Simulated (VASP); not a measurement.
# AgRh2 (P6/mmm) in VASP: notebook

Runs on AgRh2. Level: PBE. Tasks: single point, relaxation of cell and atoms.

All numbers are computed with VASP 6.6.1; they aren't measurements. Logs are shortened: lines on timing, memory, paths and dates and some standing lists are left out, and cuts for length are marked.

**1. The cell of the first run**

Symmetry: P6/mmm, No. 191, hexagonal system. Conventional cell: a = 4.489 Å, b = 4.489 Å, c = 2.654 Å, α = 90.00°, β = 90.00°, γ = 120.00°. Ag (site symmetry 6/mmm) has 2 Ag at 2.65 Å and 12 Rh at 2.91 Å within 3.5 Å. Within 3.4 Å of Rh (site symmetry -6m2) lie 5 Rh at 2.59 to 2.65 Å and 6 Ag at 2.91 Å.

**2. Single point, PBE**

File INCAR:

```
SYSTEM = AgRh2
ALGO     = Normal         ! electronic algorithm
EDIFF    = 1E-6           ! SCF threshold, eV
ENCUT    = 520            ! plane-wave cutoff, eV
GGA      = PE             ! functional
ISIF     = 2              ! what is computed and relaxed
ISMEAR   = 0              ! smearing method
LASPH    = .True.         ! aspherical terms in the spheres
LCHARG   = .False.        ! write CHGCAR
LREAL    = .False.        ! projectors in reciprocal space
LWAVE    = .False.        ! write WAVECAR
NBANDS   = 28             ! bands
NELM     = 60             ! most SCF steps
PREC     = Accurate       ! precision mode
SIGMA    = 0.1            ! smearing width, eV
```

File KPOINTS:

```
k-points
0
Gamma
  6 6 4
  0 0 0
```

File POSCAR:

```
AgRh2
1.0
    4.4885204112      0.0000000000      0.0000000000
   -2.2442602056      3.8871727015      0.0000000000
    0.0000000000      0.0000000000      2.6537439183
Ag Rh
1 2
Direct
    0.0000000000      0.0000000000      0.0000000000
    0.3333333333      0.6666666667      0.5000000000
    0.6666666667      0.3333333333      0.5000000000
```

Potentials or basis: VASP PAW PBE potentials, release 64 (Ag, Rh_pv).

The run is started by

```bash
cat potpaw_PBE.64/Ag/POTCAR potpaw_PBE.64/Rh_pv/POTCAR > POTCAR
mpirun -np 1 vasp_std > vasp.out
```

OUTCAR:

```text
SYSTEM = AgRh2
   EDIFF = 1E-6
   ENCUT = 520
   GGA = PE
   ISIF = 2
   ISMEAR = 0
   LASPH = .True.
   LREAL = .False.
   NELM = 60
   PREC = Accurate

 ion  position               nearest neighbor table
   1  0.000  0.000  0.000-   2 2.91   3 2.91   2 2.91   3 2.91   2 2.91   2 2.91   3 2.91   3 2.91
                             3 2.91   3 2.91   2 2.91   2 2.91
   2  0.333  0.667  0.500-   3 2.59   3 2.59   3 2.59   1 2.91   1 2.91   1 2.91   1 2.91   1 2.91
                             1 2.91
   3  0.667  0.333  0.500-   2 2.59   2 2.59   2 2.59   1 2.91   1 2.91   1 2.91   1 2.91   1 2.91
                             1 2.91

  LATTYP: Found a hexagonal cell.
 ALAT       =     4.4885204112
 C/A-ratio  =     0.5912291079

  Lattice vectors:

 A1 = (   4.4885204112,   0.0000000000,   0.0000000000)
 A2 = (  -2.2442602056,   3.8871727015,   0.0000000000)
 A3 = (   0.0000000000,   0.0000000000,   2.6537439183)

Analysis of symmetry for initial positions (statically):
=====================================================================
 Subroutine PRICEL returns:
 Original cell was already a primitive cell.

 Routine SETGRP: Setting up the symmetry group for a
 hexagonal supercell.

 Subroutine GETGRP returns: Found 24 space group operations
 (whereof 24 operations were pure point group operations)
 out of a pool of 24 trial point group operations.

The static configuration has the point symmetry D_6h.

Analysis of symmetry for dynamics (positions and initial velocities):
=====================================================================
 Subroutine PRICEL returns:
 Original cell was already a primitive cell.

 Routine SETGRP: Setting up the symmetry group for a
 hexagonal supercell.

 Subroutine GETGRP returns: Found 24 space group operations
 (whereof 24 operations were pure point group operations)
 out of a pool of 24 trial point group operations.

The dynamic configuration has the point symmetry D_6h.

 Subroutine INISYM returns: Found 24 space group operations
 (whereof 24 operations are pure point group operations),
 and found     1 'primitive' translations

----------------------------------------------------------------------------------------

                                     Primitive cell

  volume of cell :      46.3016

  direct lattice vectors                    reciprocal lattice vectors
     4.488520411  0.000000000  0.000000000     0.222790565  0.128628193  0.000000000
    -2.244260206  3.887172701  0.000000000     0.000000000  0.257256386  0.000000000
     0.000000000  0.000000000  2.653743918     0.000000000  0.000000000  0.376826111

  length of vectors
     4.488520411  4.488520411  2.653743918     0.257256386  0.257256386  0.376826111

  position of ions in fractional coordinates (direct lattice)
     0.000000000  0.000000000  0.000000000
     0.333333333  0.666666667  0.500000000
     0.666666667  0.333333333  0.500000000

  ion indices of the primitive-cell ions
   primitive index   ion index
                 1           1
                 2           2
                 3           3

----------------------------------------------------------------------------------------

 KPOINTS: k-points

Automatic generation of k-mesh.
 Grid dimensions read from file:
 generate k-points for:    6    6    4

 Generating k-lattice:

  Cartesian coordinates                     Fractional coordinates (reciprocal lattice)
     0.037131761  0.021438032  0.000000000     0.166666667 -0.000000000  0.000000000
     0.000000000  0.042876064  0.000000000     0.000000000  0.166666667  0.000000000
     0.000000000  0.000000000  0.094206528     0.000000000  0.000000000  0.250000000

  Length of vectors
     0.042876064  0.042876064  0.094206528

  Shift w.r.t. Gamma in fractional coordinates (k-lattice)
     0.000000000  0.000000000  0.000000000

 Subroutine IBZKPT returns following result:
 ===========================================

 Found     21 irreducible k-points:

 Following reciprocal coordinates:
            Coordinates               Weight
  0.000000  0.000000  0.000000      1.000000
  0.166667 -0.000000  0.000000      6.000000
  0.333333  0.000000  0.000000      6.000000
  0.500000  0.000000  0.000000      3.000000
  0.166667  0.166667  0.000000      6.000000
  0.333333  0.166667  0.000000     12.000000
[... 13 lines left out ...]
  0.333333  0.166667  0.500000     12.000000
  0.333333  0.333333  0.500000      2.000000
   k-points           NKPTS =     21   k-points in BZ     NKDIM =     21   number of bands    NBANDS=     28
   number of dos      NEDOS =    301   number of ions     NIONS =      3
   total plane-waves  NPLWV =  25920
   dimension x,y,z NGX =    36 NGY =   36 NGZ =   20
   dimension x,y,z NGXF=    72 NGYF=   72 NGZF=   40
   ions per type =               1   2
   NGX,Y,Z   is equivalent  to a cutoff of  13.33, 13.33, 12.53 a.u.
   NGXF,Y,Z  is equivalent  to a cutoff of  26.67, 26.67, 25.06 a.u.
 SYSTEM =  AgRh2
   PREC   = accura    normal or accurate (medium, high low for compatibility)
   ISTART =      0    job   : 0-new  1-cont  2-samecut
   ICHARG =      2    charge: 1-file 2-atom 10-const
   ISPIN  =      1    spin polarized calculation?
   LNONCOLLINEAR =      F non collinear calculations
   LSORBIT =      F    spin-orbit coupling
   LASPH  =      T    aspherical Exc in radial PAW
   ENCUT  =  520.0 eV  38.22 Ry    6.18 a.u.   8.35  8.35  4.93*2*pi/ulx,y,z
   NELM   =     60;   NELMIN=  2; NELMDL= -5     # of ELM steps
   EDIFF  = 0.1E-05   stopping-criterion for ELM
   LREAL  =      F    real-space projection
   EDIFFG = 0.1E-04   stopping-criterion for IOM
   NSW    =      0    number of steps for IOM
   IBRION =     -1    ionic relax: 0-MD 1-quasi-New 2-CG
   NFREE  =      0    steps in history (QN), initial steepest desc. (CG)
   ISIF   =      2    stress and relaxation
   ISYM   =      2    0-nonsym 1-usesym 2-fastsym
   POTIM  = 0.5000    time-step for ionic-motion
   TEBEG  =    0.0;   TEEND  =   0.0 temperature during run
   PSTRESS=    0.0 pullay stress
   NELECT =      41.0000    total number of electrons
   NUPDOWN=      -1.0000    fix difference up-down
   EMIN   =  10.00;   EMAX   =-10.00  energy-range for DOS
   EFERMI =   0.00;   METHOD = LEGACY
   ISMEAR =     0;   SIGMA  =   0.10  broadening in eV -4-tet -1-fermi 0-gaus
   EFERMI_NEDOS =   21; number of points for ismear=-14 and -15
   IALGO  =     38    algorithm
   IMIX   =      4    mixing-type and parameters
     AMIX     =   0.40;   BMIX     =  1.00
     AMIX_MAG =   1.60;   BMIX_MAG =  1.00
  volume/ion in A,a.u.               =      15.43       104.15
  Fermi-wavevector in a.u.,A,eV,Ry     =   1.572066  2.970774 33.625321  2.471391
  Thomas-Fermi vector in A             =   2.673556
   LORBIT       =      0    0 simple, 1 ext, 2 COOP (PROOUT), +10 PAW based schemes
   GGA     = PE    functional components
   LHFCALC =     F    Hartree Fock is set to
   AEXX    =    0.0000 exact exchange contribution
   IVDW    =     0    specifies the selected vdW correction
   LEPSILON=     F    determine dielectric tensor
   LRPA    =     F    only Hartree local field effects (RPA)
 non-spin polarized calculation
 Gauss-broadening in eV      SIGMA  =   0.10
  energy-cutoff  :      520.00
  volume of cell :       46.30
 maximum number of plane-waves:      1264
 NGX is ok and might be reduce to    36
   NGX = 17   NGY = 17   NGZ =  9

 number of electron      40.9999990 magnetization

 Free energy of the ion-electron system (eV)
  ---------------------------------------------------
  ext. energy  EPLUGINS =         0.00000000
  ---------------------------------------------------
  free energy    TOTEN  =       -16.44252590 eV

  energy without entropy =      -16.42137046  energy(sigma->0) =      -16.43194818

 E-fermi :   9.5786     XC(G=0): -13.1053

 val. band max:        9.5496644043   @ k =   0.1667   0.1667   0.2500
 cond. band min:       9.6368322103   @ k =   0.3333   0.1667   0.0000
 fundamental gap:      0.0871678060
 Fermi energy:         9.5785674059

 k-point     1 :       0.0000    0.0000    0.0000
  band No.  band energies     occupation
      1     -36.7088      2.00000
      2     -36.7088      2.00000
      3     -36.3347      2.00000
      4     -36.3347      2.00000
      5     -36.1335      2.00000
      6     -36.0596      2.00000
[... 20 lines left out ...]
     27      16.8448      0.00000
     28      18.4144      0.00000

 k-point     2 :       0.1667   -0.0000    0.0000
  band No.  band energies     occupation
      1     -36.7164      2.00000
      2     -36.6903      2.00000
      3     -36.3539      2.00000
      4     -36.3269      2.00000
      5     -36.1292      2.00000
      6     -36.0640      2.00000
[... 20 lines left out ...]
     27      19.1592      0.00000
     28      20.3195      0.00000

 k-point     3 :       0.3333    0.0000    0.0000
  band No.  band energies     occupation
      1     -36.7305      2.00000
      2     -36.6455      2.00000
      3     -36.4002      2.00000
      4     -36.3120      2.00000
      5     -36.1180      2.00000
      6     -36.0753      2.00000
[... 20 lines left out ...]
     27      21.7376      0.00000
     28      23.1942      0.00000

 k-point     4 :       0.5000    0.0000    0.0000
  band No.  band energies     occupation
      1     -36.7373      2.00000
      2     -36.6153      2.00000
      3     -36.4311      2.00000
      4     -36.3049      2.00000
      5     -36.1090      2.00000
      6     -36.0843      2.00000
[... 485 lines left out ...]
     27      18.0560      0.00000
     28      21.0057      0.00000

 k-point    20 :       0.3333    0.1667    0.5000
  band No.  band energies     occupation
      1     -36.6934      2.00000
      2     -36.5526      2.00000
      3     -36.5453      2.00000
      4     -36.5126      2.00000
      5     -36.4052      2.00000
      6     -36.2610      2.00000
[... 20 lines left out ...]
     27      17.5525      0.00000
     28      21.8768      0.00000

 k-point    21 :       0.3333    0.3333    0.5000
  band No.  band energies     occupation
      1     -36.7015      2.00000
      2     -36.5290      2.00000
      3     -36.5290      2.00000
      4     -36.4791      2.00000
      5     -36.4791      2.00000
      6     -36.2525      2.00000
[... 20 lines left out ...]
     27      16.8542      0.00000
     28      24.0266      0.00000

------------------------ aborting loop because EDIFF is reached ----------------------------------------

  FORCE on cell =-STRESS in cart. coord.  units (eV):
  Direction    XX          YY          ZZ          XY          YZ          ZX
  --------------------------------------------------------------------------------------
  -------------------------------------------------------------------------------------
  Total       -0.0388485     -0.0388485     -0.0800171     -0.0000000     -0.0000000     -0.0000000
  in kB       -1.3442757     -1.3442757     -2.7688356     -0.0000000     -0.0000000     -0.0000000
  external PRESSURE =      -1.8191290 kB  Pullay stress =       0.0000000 kB

 VOLUME and BASIS-vectors are now :
 -----------------------------------------------------------------------------
  energy-cutoff  :      520.00
  volume of cell :       46.30
      direct lattice vectors                 reciprocal lattice vectors
     4.488520411  0.000000000  0.000000000     0.222790565  0.128628193  0.000000000
    -2.244260206  3.887172701  0.000000000     0.000000000  0.257256386  0.000000000
     0.000000000  0.000000000  2.653743918     0.000000000  0.000000000  0.376826111

 POSITION                                       TOTAL-FORCE (eV/Angst)
 -----------------------------------------------------------------------------------
      0.00000      0.00000      0.00000        -0.000000     -0.000000     -0.000000
     -0.00000      2.59145      1.32687         0.000000      0.000000      0.000000
      2.24426      1.29572      1.32687        -0.000000     -0.000000     -0.000000
 -----------------------------------------------------------------------------------
    total drift:                                0.000000      0.000000     -0.000000

  FREE ENERGIE OF THE ION-ELECTRON SYSTEM (eV)
  ---------------------------------------------------
  free  energy   TOTEN  =       -16.4425259032 eV

  energy  without entropy=      -16.4213704601  energy(sigma->0) =      -16.43194818
```

Wall time 12 s (1 thread of Intel Xeon 6975P-C (Granite Rapids), shared host); peak memory 0.17 GiB.

Results:

| Quantity | Value |
| --- | --- |
| Free energy | -16.4425 eV |
| Pressure | -0.2 GPa |
| Band gap on the k mesh | zero (an odd number of electrons rules out a gap without spin polarisation) |

Caveat: the k points lie up to 0.59 Å⁻¹ apart, too coarse for converged energies and pressures of a metal.

(Part 1 of 2 ends here.)
